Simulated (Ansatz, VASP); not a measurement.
## One calculation of MnO, two programs

The input INCAR:

```
SYSTEM = MnO
  PREC = Accurate
  ENCUT = 520
  EDIFF = 1E-6
  ISMEAR = 1
  SIGMA = 0.05
  LREAL = .FALSE.
  LASPH = .TRUE.
  NELM = 150
  ALGO = Normal
  ISIF = 2
  LWAVE = .FALSE.
  LCHARG = .FALSE.
  ISPIN = 2
  MAGMOM = 2.8 0
  LORBIT = 11
  LMAXMIX = 4
  LDAU = .TRUE.
  LDAUTYPE = 2
  LDAUL = 2 -1
  LDAUU = 3 0
  LDAUJ = 0 0
  LDAUPRINT = 1
  GGA = CA
  NBANDS = 20
```

KPOINTS

```
regular mesh
0
G
  6 6 6
  0 0 0
```

File POSCAR:

```
MnO
1.0
    0.0000000000      2.2230000000      2.2230000000
    2.2230000000      0.0000000000      2.2230000000
    2.2230000000      2.2230000000      0.0000000000
Mn O
1 1
Direct
    0.9911200000      0.9884300000      0.0357900000
    0.4620215744      0.5110084256      0.5307015744
```

Input for Ansatz:

```yaml
crystal:
  lattice:
    - [0.0, 2.223, 2.223]
    - [2.223, 0.0, 2.223]
    - [2.223, 2.223, 0.0]
  atoms:
    - { symbol: Mn, position: [0.99112, 0.98843, 0.03579], spin: 2.8 }
    - { symbol: O, position: [0.4620215744489429, 0.5110084255510572, 0.5307015744489428] }
basis:
  ecutwfc: 540.0
  xc_grid: 2
kpoints:
  mp_grid:
    grid: [6, 6, 6]
hamiltonian:
  xc: lda
  hubbard:
    - { species: Mn, l: d, u_eff: 3.0 }
magnetization:
  spin_polarized: true
scf:
  convergence:
    dr2_threshold: 1.0e-09
  occupations:
    method: cold
    width: 0.05
output:
  forces: true
  stress: true
```

Alike in both runs: task single point; functional LDA; k mesh 6 × 6 × 6; collinear spin; Hubbard terms Mn d U = 3.0 eV.

```csv
,VASP,Ansatz
version,VASP 6.6.1,Ansatz 0.2.0
potentials or method,"VASP PAW LDA potentials, release 64 (Mn_pv, O), cutoff 520 eV","plane waves, PAW"
occupations,"methfessel-paxton of order 1, width 0.05 eV","cold, width 0.05 eV"
valence electrons in the cell,19,21
```

```tsv
	VASP	Ansatz	Ansatz less VASP
pressure (GPa)	-5.2	-3.9	+1.25
traceless stress, the component that is largest in VASP (GPa)	0.68	0.69	+0.015
rms of the force components (eV/Å)	0.144	0.128	-0.0165
net moment per atom (μB)	2.50	2.50	0.000
size of the moment on the site where the two differ most (μB)	4.55	4.16	-0.391
```

LDA's correlation is that of Perdew and Zunger in VASP and of Perdew and Wang (1992) in Ansatz. Site moments also hang on the region over which each program counts them. The programs project onto different local orbitals, so the same U acts differently, and such runs can settle in different states. Atom by atom the forces differ by 0.017 eV/Å (rms over components). VASP's potentials hold 19 valence electrons a cell and Ansatz's 21, so a difference there can come from the potentials and not from the codes. Ansatz's warnings: filled band counts differ across k points, stability check not made, stress scf threshold loose.

The k mesh is coarse, so the values compare programs but aren't converged.
